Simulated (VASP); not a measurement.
CoO:

```
Co O
1.0
     0.00000    2.13150    2.13150
     2.13150    0.00000    2.13150
     2.13150    2.13150    0.00000
Co O
1 1
Cartesian
  0.0000 0.0000 0.0000
  2.1315 2.1315 2.1315
```

| Property | Result |
| --- | --- |
| Program | VASP 6.6.1 |
| Task | relaxation of cell and atoms |
| Functional | PBEsol |
| Potentials or basis | VASP PAW PBE potentials, release 64 (Co, O) |
| Cutoff | 600 eV |
| k mesh | 11 × 11 × 11 |
| Occupations | fermi-dirac, width 0.05 eV |
| Spin | collinear spin, ferromagnetic start |
| Starting moments | [2.0, 0.0] μB |

At the start: pressure -11.8 GPa; volume 9.68 Å³/atom.

Where does the relaxation end?

Over 4 steps the energy falls by 24.8 meV/atom and the volume is 9.03 Å³/atom (-6.7 %); space group Fm-3m (No. 225, to 0.05 Å); moment 2.75 μB per cell.

Step by step:
```tsv
step	energy change (eV)	largest force (eV/Å)	pressure (GPa)	volume (Å³)
1	0.0000	0.0000	-11.84	19.37
2	-0.0404	0.0000	4.50	17.43
3	-0.0496	0.0000	0.47	18.01
4	-0.0496	0.0000	-0.01	18.06
```

Final structure:
```
Co O
1.0
     0.00000    2.08242    2.08242
     2.08242    0.00000    2.08242
     2.08242    2.08242    0.00000
Co O
1 1
Cartesian
  0.0000 0.0000 0.0000
  2.0824 2.0824 2.0824
```

Caveat: the PAW data sets were made with another functional, which shifts forces and pressure a little; a cell with one magnetic atom can't hold antiferromagnetic order, which such compounds often take.
